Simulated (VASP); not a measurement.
# Be (P1) in VASP: single point with r2SCAN

Aim: the single point of Be with r2SCAN.

All numbers are computed with VASP 6.6.1; they aren't measurements. Logs are shortened: lines on timing, memory, paths and dates and some standing lists are left out, and cuts for length are marked.

### 1 The cell of the first run

The typed cell holds 4 atoms: a = 4.008 Å, b = 2.311 Å, c = 3.639 Å, α = 89.74°, β = 90.66°, γ = 89.51°.

### 2 Single point, r2SCAN

POSCAR

```
Be
1.0
    3.4619920000      2.0184620000     -0.0232830000
   -1.1470090000      2.0063580000      0.0053030000
   -0.0223540000     -0.0033290000      3.6389820000
Be
4
Direct
    0.2018770000      0.5040190000      0.2318540000
    0.6451650000      0.9281400000      0.2250190000
    0.3263730000      0.0398770000      0.7696520000
    0.8419910000      0.5402400000      0.7485320000
```

INCAR.step1

```
  PREC = Accurate
  ENCUT = 520
  ISMEAR = 0
  SIGMA = 0.0676
  LREAL = F
  LASPH = T
  NELM = 80
  NBANDS = 12
  GGA = PE
  ALGO = Normal
  EDIFF = 1E-4
  LWAVE = T
  LCHARG = F
```

INCAR.step2

```
  PREC = Accurate
  ENCUT = 520
  EDIFF = 1E-6
  ISMEAR = 0
  SIGMA = 0.0676
  LREAL = F
  LASPH = T
  NELM = 80
  ALGO = Normal
  ISIF = 2
  LWAVE = F
  LCHARG = T
  METAGGA = R2SCAN
  LMIXTAU = T
  LELF = T
  LVHAR = T
  NBANDS = 12
  ISTART = 1
```

KPOINTS

```
Automatic mesh
0
Gamma
  5 8 5
  0 0.5 0
```

Potentials or basis: VASP PAW PBE potentials, release 64 (Be).

On the command line:

```console
> cat potpaw_PBE.64/Be/POTCAR > POTCAR
> cp INCAR.step1 INCAR
> mpirun -np 1 vasp_std > vasp.out
> cp INCAR.step2 INCAR
> mpirun -np 1 vasp_std > vasp.out
```

OUTCAR:

```text
PREC = Accurate
   ENCUT = 520
   EDIFF = 1E-6
   ISMEAR = 0
   LREAL = F
   LASPH = T
   NELM = 80
   ISIF = 2
   METAGGA = R2SCAN
   ISTART = 1

 ion  position               nearest neighbor table
   1  0.202  0.504  0.232-   2 2.04   3 2.06   3 2.15   2 2.21   4 2.26   3 2.28   3 2.37   4 2.38

   2  0.645  0.928  0.225-   1 2.04   3 2.09   4 2.11   1 2.21   4 2.23   4 2.38   3 2.38
   3  0.326  0.040  0.770-   1 2.06   2 2.09   1 2.15   4 2.25   4 2.27   1 2.28   4 2.36   1 2.37
                             4 2.38   2 2.38
   4  0.842  0.540  0.749-   2 2.11   2 2.23   3 2.25   1 2.26   3 2.27   3 2.36   3 2.38   2 2.38
                             1 2.38

  LATTYP: Found a triclinic cell.
 ALAT       =     4.3020127594
 B/A-ratio  =     1.2655257939
 C/A-ratio  =     0.5372109891
 COS(alpha) =     0.0032139915
 COS(beta)  =     0.5333629388
 COS(gamma) =     0.5743434513

  Lattice vectors:

 A1 = (   1.1246550000,  -2.0096870000,   3.6336790000)
 A2 = (  -3.4843460000,  -2.0217910000,   3.6622650000)
 A3 = (   1.1470090000,  -2.0063580000,  -0.0053030000)

Analysis of symmetry for initial positions (statically):
=====================================================================
 Subroutine PRICEL returns:
 Original cell was already a primitive cell.

 Routine SETGRP: Setting up the symmetry group for a
 triclinic supercell.

 Subroutine GETGRP returns: Found  1 space group operations
 (whereof  1 operations were pure point group operations)
 out of a pool of  2 trial point group operations.

The static configuration has the point symmetry C_1 .

Analysis of symmetry for dynamics (positions and initial velocities):
=====================================================================
 Subroutine PRICEL returns:
 Original cell was already a primitive cell.

 Routine SETGRP: Setting up the symmetry group for a
 triclinic supercell.

 Subroutine GETGRP returns: Found  1 space group operations
 (whereof  1 operations were pure point group operations)
 out of a pool of  2 trial point group operations.

The dynamic configuration has the point symmetry C_1 .

 Subroutine INISYM returns: Found  1 space group operations
 (whereof  1 operations are pure point group operations),
 and found     1 'primitive' translations

----------------------------------------------------------------------------------------

                                     Primitive cell

  volume of cell :      33.7000

  direct lattice vectors                    reciprocal lattice vectors
     3.461992000  2.018462000 -0.023283000     0.216650457  0.123852456  0.001444170
    -1.147009000  2.006358000  0.005303000    -0.217954644  0.373816312 -0.000996906
    -0.022354000 -0.003329000  3.638982000     0.001703797  0.000247682  0.274812822

  length of vectors
     4.007507898  2.311088530  3.639052182     0.249557482  0.432716831  0.274818215

  position of ions in fractional coordinates (direct lattice)
     0.201877000  0.504019000  0.231854000
     0.645165000  0.928140000  0.225019000
     0.326373000  0.039877000  0.769652000
     0.841991000  0.540240000  0.748532000

  ion indices of the primitive-cell ions
   primitive index   ion index
                 1           1
                 2           2
                 3           3
                 4           4

----------------------------------------------------------------------------------------

 KPOINTS: Automatic mesh

Automatic generation of k-mesh.
 Grid dimensions read from file:
 generate k-points for:    5    8    5

 Generating k-lattice:

  Cartesian coordinates                     Fractional coordinates (reciprocal lattice)
     0.043330091  0.024770491  0.000288834     0.200000000 -0.000000000 -0.000000000
    -0.027244330  0.046727039 -0.000124613     0.000000000  0.125000000 -0.000000000
     0.000340759  0.000049536  0.054962564     0.000000000 -0.000000000  0.200000000

  Length of vectors
     0.049911496  0.054089604  0.054963643

  Shift w.r.t. Gamma in fractional coordinates (k-lattice)
     0.000000000  0.500000000  0.000000000

 Subroutine IBZKPT returns following result:
 ===========================================

 Found    100 irreducible k-points:

 Following reciprocal coordinates:
            Coordinates               Weight
 -0.000000  0.062500  0.000000      2.000000
  0.200000  0.062500  0.000000      2.000000
  0.400000  0.062500 -0.000000      2.000000
 -0.400000  0.062500  0.000000      2.000000
 -0.200000  0.062500  0.000000      2.000000
  0.000000  0.187500  0.000000      2.000000
[... 16 lines left out ...]
  0.400000  0.062500  0.200000      2.000000
 -0.400000  0.062500  0.200000      2.000000
 [... further k-points ...]
   k-points           NKPTS =    100   k-points in BZ     NKDIM =    100   number of bands    NBANDS=     12
   number of dos      NEDOS =    301   number of ions     NIONS =      4
   total plane-waves  NPLWV =  15120
   dimension x,y,z NGX =    30 NGY =   18 NGZ =   28
   dimension x,y,z NGXF=    60 NGYF=   36 NGZF=   56
   ions per type =               4
   NGX,Y,Z   is equivalent  to a cutoff of  12.45, 12.95, 12.79 a.u.
   NGXF,Y,Z  is equivalent  to a cutoff of  24.89, 25.90, 25.58 a.u.
 SYSTEM =  unknown system
   PREC   = accura    normal or accurate (medium, high low for compatibility)
   ISTART =      1    job   : 0-new  1-cont  2-samecut
   ICHARG =      0    charge: 1-file 2-atom 10-const
   ISPIN  =      1    spin polarized calculation?
   LNONCOLLINEAR =      F non collinear calculations
   LSORBIT =      F    spin-orbit coupling
   LASPH  =      T    aspherical Exc in radial PAW
   ENCUT  =  520.0 eV  38.22 Ry    6.18 a.u.   7.45  4.30  6.77*2*pi/ulx,y,z
   NELM   =     80;   NELMIN=  2; NELMDL=  0     # of ELM steps
   EDIFF  = 0.1E-05   stopping-criterion for ELM
   LREAL  =      F    real-space projection
   EDIFFG = 0.1E-04   stopping-criterion for IOM
   NSW    =      0    number of steps for IOM
   IBRION =     -1    ionic relax: 0-MD 1-quasi-New 2-CG
   NFREE  =      0    steps in history (QN), initial steepest desc. (CG)
   ISIF   =      2    stress and relaxation
   ISYM   =      2    0-nonsym 1-usesym 2-fastsym
   POTIM  = 0.5000    time-step for ionic-motion
   TEBEG  =    0.0;   TEEND  =   0.0 temperature during run
   PSTRESS=    0.0 pullay stress
   NELECT =       8.0000    total number of electrons
   NUPDOWN=      -1.0000    fix difference up-down
   EMIN   =  10.00;   EMAX   =-10.00  energy-range for DOS
   EFERMI =   0.00;   METHOD = LEGACY
   ISMEAR =     0;   SIGMA  =   0.07  broadening in eV -4-tet -1-fermi 0-gaus
   EFERMI_NEDOS =   21; number of points for ismear=-14 and -15
   IALGO  =     38    algorithm
   IMIX   =      4    mixing-type and parameters
     AMIX     =   0.40;   BMIX     =  1.00
     AMIX_MAG =   1.60;   BMIX_MAG =  1.00
  volume/ion in A,a.u.               =       8.42        56.85
  Fermi-wavevector in a.u.,A,eV,Ry     =   1.013666  1.915551 13.980243  1.027519
  Thomas-Fermi vector in A             =   2.146848
   LORBIT       =      0    0 simple, 1 ext, 2 COOP (PROOUT), +10 PAW based schemes
   METAGGA = R2SCAN    functional components
   LHFCALC =     F    Hartree Fock is set to
   AEXX    =    0.0000 exact exchange contribution
   IVDW    =     0    specifies the selected vdW correction
   LEPSILON=     F    determine dielectric tensor
   LRPA    =     F    only Hartree local field effects (RPA)
 non-spin polarized calculation
 Gauss-broadening in eV      SIGMA  =   0.07
  energy-cutoff  :      520.00
  volume of cell :       33.70
 maximum number of plane-waves:       927
 NGX is ok and might be reduce to    30
   NGX = 15   NGY =  9   NGZ = 13

 number of electron       8.0000000 magnetization

 Free energy of the ion-electron system (eV)
  ---------------------------------------------------
  ext. energy  EPLUGINS =         0.00000000
  ---------------------------------------------------
  free energy    TOTEN  =       -16.86500811 eV

  energy without entropy =      -16.86429916  energy(sigma->0) =      -16.86465364

 E-fermi :   6.4434     XC(G=0): -11.0310

 val. band max:        6.4039092052   @ k =  -0.4000   0.3125   0.0000
 cond. band min:       6.4881798371   @ k =  -0.0000   0.4375   0.0000
 fundamental gap:      0.0842706319
 Fermi energy:         6.4433629879

 k-point     1 :      -0.0000    0.0625    0.0000
  band No.  band energies     occupation
      1      -5.1951      2.00000
      2       1.4651      2.00000
      3       2.1958      2.00000
      4       3.4107      2.00000
      5       7.4486      0.00000
      6      10.4278      0.00000
      7      13.1957      0.00000
      8      13.3963      0.00000
      9      14.4472      0.00000
     10      18.0504      0.00000
     11      22.0724      0.00000
     12      22.5136      0.00000

 k-point     2 :       0.2000    0.0625    0.0000
  band No.  band energies     occupation
      1      -4.8976      2.00000
      2      -0.3891      2.00000
      3       2.5557      2.00000
      4       5.5301      2.00000
      5       7.5718      0.00000
      6       8.3378      0.00000
      7      12.2731      0.00000
      8      15.6259      0.00000
      9      16.2478      0.00000
     10      18.9105      0.00000
     11      20.4474      0.00000
     12      21.2428      0.00000
[... 301 lines left out ...]
 k-point    23 :       0.4000    0.0625    0.2000
  band No.  band energies     occupation
      1      -3.6399      2.00000
      2      -2.0869      2.00000
      3       1.6770      2.00000
      4       3.4954      2.00000
      5       9.5987      0.00000
      6      11.0013      0.00000
      7      13.6896      0.00000
      8      16.5455      0.00000
      9      17.0328      0.00000
     10      18.8108      0.00000
     11      19.1874      0.00000
     12      22.0579      0.00000

 k-point    24 :      -0.4000    0.0625    0.2000
  band No.  band energies     occupation
      1      -3.6602      2.00000
      2      -2.0581      2.00000
      3       1.7690      2.00000
      4       3.3432      2.00000
      5       9.7581      0.00000
      6      10.8660      0.00000
      7      13.6207      0.00000
      8      16.6667      0.00000
      9      16.9639      0.00000
     10      18.8384      0.00000
     11      19.5545      0.00000
     12      21.9229      0.00000

 [... further k-points ...]

------------------------ aborting loop because EDIFF is reached ----------------------------------------

  FORCE on cell =-STRESS in cart. coord.  units (eV):
  Direction    XX          YY          ZZ          XY          YZ          ZX
  --------------------------------------------------------------------------------------
  -------------------------------------------------------------------------------------
  Total       -0.0422989     -1.2265241     -0.8708109     -0.3587527      0.2526861      0.1278307
  in kB       -2.0109922    -58.3118593    -41.4004131    -17.0559527     12.0132938      6.0773761
  external PRESSURE =     -33.9077549 kB  Pullay stress =       0.0000000 kB

 VOLUME and BASIS-vectors are now :
 -----------------------------------------------------------------------------
  energy-cutoff  :      520.00
  volume of cell :       33.70
      direct lattice vectors                 reciprocal lattice vectors
     3.461992000  2.018462000 -0.023283000     0.216650457  0.123852456  0.001444170
    -1.147009000  2.006358000  0.005303000    -0.217954644  0.373816312 -0.000996906
    -0.022354000 -0.003329000  3.638982000     0.001703797  0.000247682  0.274812822

 POSITION                                       TOTAL-FORCE (eV/Angst)
 -----------------------------------------------------------------------------------
      0.11560      1.41795      0.84169        -1.176254     -0.832442      0.889166
      1.16394      3.16367      0.80874         0.379947      1.622861      0.804491
      1.06696      0.73622      2.79336         0.533663     -0.113944     -1.261126
      2.27857      2.78095      2.70716         0.262644     -0.676476     -0.432531
 -----------------------------------------------------------------------------------
    total drift:                                0.000070      0.000035      0.000031

  FREE ENERGIE OF THE ION-ELECTRON SYSTEM (eV)
  ---------------------------------------------------
  free  energy   TOTEN  =       -16.8650081147 eV

  energy  without entropy=      -16.8642991626  energy(sigma->0) =      -16.86465364
```

Wall time 47 s (1 thread of Intel Xeon 6975P-C (Granite Rapids), shared host); peak memory 0.15 GiB.

Results:

- Free energy: -16.8650 eV
- Pressure: -3.4 GPa
- Largest force: 1.851 eV/Å
- Band gap on the k mesh: zero (bands 4 and 5 overlap by 0.88 eV)

Forces on the atoms (eV/Å):
```
Be  -1.176 -0.832  0.889
Be   0.380  1.623  0.804
Be   0.534 -0.114 -1.261
Be   0.263 -0.676 -0.433
```

Levels at points of the mesh, in eV from the Fermi level:
| k point | band 1 | band 2 | band 3 | band 4 | band 5 | band 6 | band 7 | band 8 | band 9 |
| --- | --- | --- | --- | --- | --- | --- | --- | --- | --- |
| (0.00, 0.06, 0.00) | -11.64 | -4.98 | -4.25 | -3.03 | 1.01 | 3.98 | 6.75 | 6.95 | 8.00 |

Caveat: the stress differs along the axes, from -6 to -0 GPa; the PAW data sets were made with another functional, which shifts forces and pressure a little.

The gap in the log of VASP goes by the Fermi energy; the results here count the filled bands.